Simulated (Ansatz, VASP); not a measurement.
# Two plane-wave programs on Ca3As

```
CELL_PARAMETERS angstrom
6.47356 0.00000 0.00000
-3.23678 5.60627 0.00000
0.00000 0.00000 3.28682
ATOMIC_POSITIONS crystal
Ca 0.50000 0.00000 0.00000
Ca 0.00000 0.50000 0.00000
Ca 0.50000 0.50000 0.00000
As 0.00000 0.00000 0.50000
```

Alike in both runs: functional PBE; k mesh 3 × 3 × 6; occupations gaussian, width 0.1 eV; no spin polarisation.

Ansatz relaxed the structure, and its values are those at the end. VASP's run is a single point on that final structure, the one shown.

|  | VASP | Ansatz |
| --- | --- | --- |
| version | VASP 6.6.1 | Ansatz 0.2.0 |
| potentials or method | VASP PAW PBE potentials, release 64 (Ca_sv, As), cutoff 520 eV | scalar-relativistic, plane waves, PAW |
| valence electrons in the cell | 35 | 45 |

Ansatz gave:

```
gap on the k mesh at the Fermi level (eV) : none
pressure (GPa)                            : 0.1
```

**Question.** Which values does VASP return?

**Answer.** gap on the k mesh at the Fermi level (eV): none; pressure (GPa): 0.2.

A gap of «none» marks a metal or a gap that the smearing closes. VASP's potentials hold 35 valence electrons a cell and Ansatz's 45, so a difference there can come from the potentials and not from the codes.

The k mesh is coarse, so the values compare programs but aren't converged.
